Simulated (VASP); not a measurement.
# B17HN18 (a cell with a defect) in VASP: a series of runs

The runs below take B17HN18 (a cell with a defect) through single point, with PBE.

Everything below comes from runs of VASP 6.6.1. Logs are shortened: lines on timing, memory, paths and dates and some standing lists are left out, and cuts for length are marked.

### 1 The cell of the first run

The cell holds a defect, 36 atoms: a = 7.465 Å, b = 7.465 Å, c = 6.495 Å, α = 90.00°, β = 90.00°, γ = 120.00°.

### 2 Single point, PBE

The input, INCAR:

```
PREC = Accurate
ENCUT = 520
EDIFF = 1E-6
ISMEAR = 0
SIGMA = 0.01
LREAL = Auto
LASPH = True
NELM = 120
ALGO = Normal
ISIF = 2
LWAVE = False
LCHARG = False
GGA = PE
NBANDS = 95
NELECT = 144.0
GGA_COMPAT = False
ISYM = -1
```

The input, KPOINTS:

```
explicit points
1
Reciprocal
  0.25000000   0.25000000   0.25000000 1
```

The input, POSCAR:

```
B17HN18
1.0
    7.4650312800      0.0000000000      0.0000000000
   -3.7325156400      6.4649067300      0.0000000000
    0.0000000000      0.0000000000      6.4954828800
B N H
17 18 1
Direct
    0.1171141469      0.2186811829      0.2419149999
    0.2214163455      0.1205426473      0.7593142239
    0.1164212924      0.5482003483      0.2433136643
    0.2193942630      0.4576314963      0.8077944640
    0.1160982172      0.8831784473      0.2391073499
    0.2169306486      0.7844829572      0.7450142438
    0.4516510235      0.2202815100      0.2322788633
    0.5500220257      0.1142454933      0.7372832154
    0.4473645852      0.5524060675      0.1431804979
    0.4513071233      0.8829357430      0.2440627910
    0.5452903134      0.7808346175      0.8073373061
    0.7827823302      0.2168406855      0.2543291593
    0.8842742371      0.1167465885      0.7693675792
    0.7793965466      0.5479624147      0.2318009227
    0.8836070227      0.4550854203      0.7351127014
    0.7809164243      0.8822647786      0.2418301687
    0.8793764110      0.7761079218      0.7560362981
    0.1089368865      0.2316264111      0.7845821746
    0.2271695249      0.1058929934      0.2363784216
    0.1096590744      0.5619297527      0.7453486015
    0.2254827868      0.4380558765      0.2303163196
    0.1068816667      0.8963769835      0.7479741493
    0.2271985033      0.7723696556      0.2402519196
    0.4378051782      0.2203681320      0.7370246874
    0.5602960324      0.1066138981      0.2525378922
    0.4237153090      0.5767365566      0.8972661009
    0.5609576533      0.4383400347      0.2052167297
    0.4401040301      0.8906943081      0.7448328511
    0.5614494155      0.7739873551      0.2308793360
    0.7743037425      0.2275586593      0.7452633680
    0.8936033650      0.1057321535      0.2570464363
    0.7764575889      0.5631018456      0.7301451521
    0.8929131736      0.4390765662      0.2513351329
    0.7706931089      0.8928473268      0.7851208370
    0.8938144700      0.7723757124      0.2354962445
    0.5481045298      0.3866537054      0.7398203482
```

Potentials or basis: VASP PAW PBE potentials, release 64 (B, N, H).

Run with:

```
$ cat potpaw_PBE.64/B/POTCAR potpaw_PBE.64/N/POTCAR potpaw_PBE.64/H/POTCAR > POTCAR
$ mpirun -np 1 vasp_std > vasp.out
```

OUTCAR:

```text
PREC = Accurate
   ENCUT = 520
   EDIFF = 1E-6
   ISMEAR = 0
   LREAL = Auto
   LASPH = True
   NELM = 120
   ISIF = 2
   GGA = PE
   NELECT = 144.0
   ISYM = -1

 ion  position               nearest neighbor table
   1  0.117  0.219  0.242-  21 1.42  19 1.44  31 1.45
   2  0.221  0.121  0.759-  24 1.41  22 1.45  18 1.45
   3  0.116  0.548  0.243-  21 1.42  33 1.45  23 1.45
   4  0.219  0.458  0.808-  20 1.44  26 1.45  18 1.47
   5  0.116  0.883  0.239-  23 1.43  35 1.44  19 1.44
   6  0.217  0.784  0.745-  22 1.43  20 1.44  28 1.44
   7  0.452  0.220  0.232-  27 1.42  25 1.44  19 1.45
   8  0.550  0.114  0.737-  24 1.41  28 1.45  30 1.45
   9  0.447  0.552  0.143-  27 1.53  29 1.54  21 1.54  26 1.63
  10  0.451  0.883  0.244-  29 1.42  25 1.45  23 1.45
  11  0.545  0.781  0.807-  28 1.45  26 1.45  34 1.46
  12  0.783  0.217  0.254-  31 1.43  33 1.44  25 1.44
  13  0.884  0.117  0.769-  30 1.44  34 1.45  18 1.46
  14  0.779  0.548  0.232-  27 1.42  33 1.44  35 1.45
  15  0.884  0.455  0.735-  32 1.39  20 1.46  30 1.47
[... 14 lines left out ...]
  30  0.774  0.228  0.745-  13 1.44   8 1.45  15 1.47
  31  0.894  0.106  0.257-  12 1.43  16 1.45   1 1.45
  32  0.776  0.563  0.730-  17 1.39  15 1.39
  33  0.893  0.439  0.251-  12 1.44  14 1.44   3 1.45
  34  0.771  0.893  0.785-  13 1.45  11 1.46  17 1.47
  35  0.894  0.772  0.235-   5 1.44  16 1.44  14 1.45
  36  0.548  0.387  0.740-  24 1.09

IMPORTANT INFORMATION: All symmetrisations will be switched off!
NOSYMM: (Re-)initialisation of all symmetry stuff for point group C_1.

----------------------------------------------------------------------------------------

                                     Primitive cell

  volume of cell :     313.4768

  direct lattice vectors                    reciprocal lattice vectors
     7.465031280  0.000000000  0.000000000     0.133957912  0.077340636  0.000000000
    -3.732515640  6.464906730  0.000000000     0.000000000  0.154681273  0.000000000
     0.000000000  0.000000000  6.495482880     0.000000000  0.000000000  0.153953142

  length of vectors
     7.465031280  7.465031281  6.495482880     0.154681273  0.154681273  0.153953142

  position of ions in fractional coordinates (direct lattice)
     0.117114147  0.218681183  0.241915000
     0.221416346  0.120542647  0.759314224
     0.116421292  0.548200348  0.243313664
     0.219394263  0.457631496  0.807794464
     0.116098217  0.883178447  0.239107350
     0.216930649  0.784482957  0.745014244
[... 28 lines left out ...]
     0.893814470  0.772375712  0.235496244
     0.548104530  0.386653705  0.739820348

  ion indices of the primitive-cell ions
   primitive index   ion index
                 1           1
                 2           2
                 3           3
                 4           4
                 5           5
                 6           6
[... 28 lines left out ...]
                35          35
                36          36

----------------------------------------------------------------------------------------

 KPOINTS: explicit points

Read explicit list of k-points.

 Found      1 k-points:

 Following reciprocal coordinates:
            Coordinates               Weight
  0.250000  0.250000  0.250000      1.000000
   k-points           NKPTS =      1   k-points in BZ     NKDIM =      1   number of bands    NBANDS=     95
   number of dos      NEDOS =    301   number of ions     NIONS =     36
   total plane-waves  NPLWV = 150528
   dimension x,y,z NGX =    56 NGY =   56 NGZ =   48
   dimension x,y,z NGXF=   112 NGYF=  112 NGZF=   96
   ions per type =              17  18   1
   NGX,Y,Z   is equivalent  to a cutoff of  12.47, 12.47, 12.29 a.u.
   NGXF,Y,Z  is equivalent  to a cutoff of  24.94, 24.94, 24.57 a.u.
 SYSTEM =  unknown system
   PREC   = accura    normal or accurate (medium, high low for compatibility)
   ISTART =      0    job   : 0-new  1-cont  2-samecut
   ICHARG =      2    charge: 1-file 2-atom 10-const
   ISPIN  =      1    spin polarized calculation?
   LNONCOLLINEAR =      F non collinear calculations
   LSORBIT =      F    spin-orbit coupling
   LASPH  =      T    aspherical Exc in radial PAW
   ENCUT  =  520.0 eV  38.22 Ry    6.18 a.u.  13.88 13.88 12.08*2*pi/ulx,y,z
   NELM   =    120;   NELMIN=  2; NELMDL= -5     # of ELM steps
   EDIFF  = 0.1E-05   stopping-criterion for ELM
   LREAL  =      T    real-space projection
   EDIFFG = 0.1E-04   stopping-criterion for IOM
   NSW    =      0    number of steps for IOM
   IBRION =     -1    ionic relax: 0-MD 1-quasi-New 2-CG
   NFREE  =      0    steps in history (QN), initial steepest desc. (CG)
   ISIF   =      2    stress and relaxation
   ISYM   =     -1    0-nonsym 1-usesym 2-fastsym
   POTIM  = 0.5000    time-step for ionic-motion
   TEBEG  =    0.0;   TEEND  =   0.0 temperature during run
   PSTRESS=    0.0 pullay stress
   NELECT =     144.0000    total number of electrons
   NUPDOWN=      -1.0000    fix difference up-down
   EMIN   =  10.00;   EMAX   =-10.00  energy-range for DOS
   EFERMI =   0.00;   METHOD = LEGACY
   ISMEAR =     0;   SIGMA  =   0.01  broadening in eV -4-tet -1-fermi 0-gaus
   EFERMI_NEDOS =   21; number of points for ismear=-14 and -15
   IALGO  =     38    algorithm
   IMIX   =      4    mixing-type and parameters
     AMIX     =   0.40;   BMIX     =  1.00
     AMIX_MAG =   1.60;   BMIX_MAG =  1.00
  volume/ion in A,a.u.               =       8.71        58.76
  Fermi-wavevector in a.u.,A,eV,Ry     =   1.263166  2.387038 21.709310  1.595589
  Thomas-Fermi vector in A             =   2.396537
   LORBIT       =      0    0 simple, 1 ext, 2 COOP (PROOUT), +10 PAW based schemes
   GGA     = PE    functional components
   LHFCALC =     F    Hartree Fock is set to
   AEXX    =    0.0000 exact exchange contribution
   IVDW    =     0    specifies the selected vdW correction
   LEPSILON=     F    determine dielectric tensor
   LRPA    =     F    only Hartree local field effects (RPA)
 non-spin polarized calculation
 Gauss-broadening in eV      SIGMA  =   0.01
  energy-cutoff  :      520.00
  volume of cell :      313.48
 maximum number of plane-waves:      8452
 NGX is ok and might be reduce to    56
   NGX = 27   NGY = 27   NGZ = 25

 number of electron     144.0000004 magnetization

 Free energy of the ion-electron system (eV)
  ---------------------------------------------------
  ext. energy  EPLUGINS =         0.00000000
  ---------------------------------------------------
  free energy    TOTEN  =      -299.47370147 eV

  energy without entropy =     -299.47370147  energy(sigma->0) =     -299.47370147

 E-fermi :   3.2553     XC(G=0): -10.2694

 val. band max:        3.1840298558   @ k =   0.2500   0.2500   0.2500
 cond. band min:       6.8208949621   @ k =   0.2500   0.2500   0.2500
 fundamental gap:      3.6368651063
 Fermi energy:         3.2552974893

 k-point     1 :       0.2500    0.2500    0.2500
  band No.  band energies     occupation
      1     -15.2503      2.00000
      2     -14.7962      2.00000
      3     -14.6471      2.00000
      4     -14.5861      2.00000
      5     -14.2140      2.00000
      6     -13.6731      2.00000
[... 76 lines left out ...]
     83       9.2208      0.00000
     84       9.6419      0.00000
 [bands above 84 left out]

------------------------ aborting loop because EDIFF is reached ----------------------------------------

  FORCE on cell =-STRESS in cart. coord.  units (eV):
  Direction    XX          YY          ZZ          XY          YZ          ZX
  --------------------------------------------------------------------------------------
  -------------------------------------------------------------------------------------
  Total       31.5568493     30.6470949     20.9057635     -0.2393686     -0.1253812     -0.0294463
  in kB      161.2868202    156.6370724    106.8492008     -1.2234112     -0.6408224     -0.1504997
  external PRESSURE =     141.5910311 kB  Pullay stress =       0.0000000 kB

 VOLUME and BASIS-vectors are now :
 -----------------------------------------------------------------------------
  energy-cutoff  :      520.00
  volume of cell :      313.48
      direct lattice vectors                 reciprocal lattice vectors
     7.465031280  0.000000000  0.000000000     0.133957912  0.077340636  0.000000000
    -3.732515640  6.464906730  0.000000000     0.000000000  0.154681273  0.000000000
     0.000000000  0.000000000  6.495482880     0.000000000  0.000000000  0.153953142

 POSITION                                       TOTAL-FORCE (eV/Angst)
 -----------------------------------------------------------------------------------
      0.05803      1.41375      1.57135         0.005913     -0.004134      0.001948
      1.20295      0.77930      4.93211         0.000778      0.010790     -0.001028
     -1.17708      3.54406      1.58044         0.002228      0.004974      0.005221
     -0.07033      2.95854      5.24702         0.000257     -0.013937     -0.003130
     -2.42980      5.70967      1.55312         0.006287     -0.004491      0.002366
     -1.30870      5.07161      4.83923        -0.003275      0.003466     -0.008487
[... 28 lines left out ...]
      3.78945      4.99334      1.52966        -0.001706      0.003150     -0.001617
      2.64843      2.49968      4.80549         0.004538      0.011734     -0.000870
 -----------------------------------------------------------------------------------
    total drift:                                0.002710      0.000141      0.003760

  FREE ENERGIE OF THE ION-ELECTRON SYSTEM (eV)
  ---------------------------------------------------
  free  energy   TOTEN  =      -299.4737014685 eV

  energy  without entropy=     -299.4737014685  energy(sigma->0) =     -299.47370147
```

Wall time 76 s (1 thread of Intel Xeon Platinum 8488C (Sapphire Rapids), shared host); peak memory 0.36 GiB.

Results:

* Free energy: -299.4737 eV
* Largest force: 0.028 eV/Å

Forces in eV/Å, atoms in the order of the input:
```
B    0.006 -0.004  0.002
B    0.001  0.011 -0.001
B    0.002  0.005  0.005
B    0.000 -0.014 -0.003
B    0.006 -0.004  0.002
B   -0.003  0.003 -0.008
B    0.002 -0.007 -0.001
B    0.000  0.005 -0.005
B    0.012 -0.007 -0.015
B   -0.002 -0.005  0.005
B    0.013  0.004 -0.008
B    0.008 -0.004  0.005
B    0.000  0.001  0.001
B    0.008  0.001  0.000
B   -0.003 -0.014 -0.006
B    0.007 -0.004  0.004
B   -0.015  0.001  0.003
N    0.004  0.001  0.005
N   -0.003  0.000 -0.002
N   -0.002  0.000 -0.004
N    0.000  0.002 -0.002
N    0.003 -0.008 -0.005
N   -0.008  0.004 -0.001
N   -0.007  0.013 -0.001
N   -0.009  0.004  0.002
N    0.007 -0.004  0.027
N   -0.007  0.003 -0.001
N   -0.001 -0.002 -0.001
N   -0.003 -0.001 -0.001
N    0.001  0.004  0.001
N   -0.006  0.004 -0.002
N   -0.012 -0.007 -0.003
N   -0.008  0.006  0.002
N    0.006 -0.004  0.007
N   -0.002  0.003 -0.002
H    0.005  0.012 -0.001
```

Caveat: the cell carries a net charge on a neutralising background, which shifts energy and pressure; the cell is charged against a uniform background, so pressure and absolute levels hang on convention.

### 3 Single point, PBE

The input, INCAR:

```
  PREC = Accurate
  ENCUT = 520
  EDIFF = 1E-6
  ISMEAR = 0
  SIGMA = 0.01
  LREAL = Auto
  LASPH = True
  NELM = 120
  ALGO = Normal
  ISIF = 2
  LWAVE = False
  LCHARG = False
  GGA = PE
  NBANDS = 95
  GGA_COMPAT = False
  ISYM = -1
```

KPOINTS is that of step 2.

The input, POSCAR:

```
B17HN18
1.0
    7.4650312800      0.0000000000      0.0000000000
   -3.7325156400      6.4649067300      0.0000000000
    0.0000000000      0.0000000000      6.4954828800
B N H
17 18 1
Direct
    0.1139811285      0.2233211501      0.2501857268
    0.2181363630      0.1100974507      0.7358731916
    0.1138431416      0.5565452786      0.2524353756
    0.2225196083      0.4434092789      0.7595590585
    0.1137772819      0.8899428391      0.2491392467
    0.2184481918      0.7782767543      0.7545128099
    0.4473379842      0.2235177671      0.2489220258
    0.5510009204      0.1111877117      0.7436092069
    0.4474354112      0.5564680186      0.2517998834
    0.4472677491      0.8899333826      0.2511256778
    0.5577330923      0.7833583850      0.7641286719
    0.7804680958      0.2233458778      0.2501731506
    0.8874088054      0.1174491707      0.7540888566
    0.7802222413      0.5565163164      0.2512416601
    0.8800419007      0.4446219080      0.7538465006
    0.7804636417      0.8898114797      0.2511693497
    0.8852203661      0.7834076142      0.7520254132
    0.1094358300      0.2234511980      0.7491128431
    0.2245368193      0.1125250501      0.2473602803
    0.1086539574      0.5569271811      0.7591608464
    0.2246005025      0.4457765837      0.2534356855
    0.1077555903      0.8889339595      0.7479438917
    0.2246204400      0.7791934278      0.2512671478
    0.4338016653      0.2095875243      0.7157149113
    0.5580134092      0.1124829509      0.2478298244
    0.4400032751      0.5691261463      0.7817078427
    0.5579690520      0.4457633937      0.2517083039
    0.4405380725      0.8890998232      0.7569782232
    0.5580144203      0.7792383725      0.2539819822
    0.7734746717      0.2243984281      0.7518908118
    0.8912830722      0.1125509500      0.2507430247
    0.7877439706      0.5699017823      0.7386883805
    0.8912948883      0.4458689677      0.2509077325
    0.7783190075      0.8972185677      0.7597219090
    0.8912869214      0.7792733959      0.2496801646
    0.5146466980      0.3661190382      0.6933114711
```

Potentials or basis: VASP PAW PBE potentials, release 64 (B, N, H).

Run with:

```
$ cat potpaw_PBE.64/B/POTCAR potpaw_PBE.64/N/POTCAR potpaw_PBE.64/H/POTCAR > POTCAR
$ mpirun -np 1 vasp_std > vasp.out
```

Run time: 2 min. Hardware: 1 thread of Intel Xeon Platinum 8488C (Sapphire Rapids), shared host; peak memory 0.36 GiB.

Results (log left out):

| Quantity | Value |
| --- | --- |
| Free energy | -305.7293 eV |
| Pressure | 9.5 GPa |
| Largest force | 0.030 eV/Å |

Forces on the atoms (eV/Å):
```
B    0.003 -0.006  0.009
B    0.007  0.022 -0.012
B    0.003  0.000 -0.015
B    0.003 -0.004  0.014
B    0.010 -0.006 -0.011
B    0.001  0.005 -0.008
B    0.012 -0.014  0.005
B   -0.016  0.025 -0.002
B    0.003  0.004  0.006
B    0.009  0.000 -0.005
B    0.004  0.001  0.013
B    0.007 -0.008 -0.011
B   -0.012  0.014 -0.004
B    0.011  0.001  0.011
B   -0.007 -0.006 -0.009
B    0.004 -0.005  0.002
B    0.000 -0.013  0.003
N    0.004 -0.006 -0.001
N   -0.006  0.006 -0.006
N    0.002 -0.001 -0.003
N   -0.007  0.004  0.002
N    0.001 -0.014  0.004
N   -0.008  0.001  0.013
N    0.010  0.021 -0.002
N   -0.013  0.007  0.004
N    0.016 -0.017 -0.008
N   -0.004  0.003 -0.010
N   -0.002 -0.012 -0.002
N   -0.002  0.001  0.001
N    0.004 -0.006  0.004
N   -0.003  0.005  0.005
N   -0.027  0.007  0.006
N   -0.009  0.006  0.005
N    0.005 -0.012 -0.005
N   -0.011 -0.001  0.002
H    0.005 -0.004  0.004
```

Stress tensor (GPa, compression positive):
```
 8.16  0.85  0.01
 0.85 16.75 -0.05
 0.01 -0.05  3.67
```

Levels at points of the mesh, in eV from the Fermi level:
```csv
k point,band 68,band 69,band 70,band 71,band 72,band 73,band 74,band 75
"(0.25, 0.25, 0.25)",-0.54,-0.38,-0.31,-0.08,0.14,4.68,4.79,5.05
```

(Continued in part 2 of 3.)
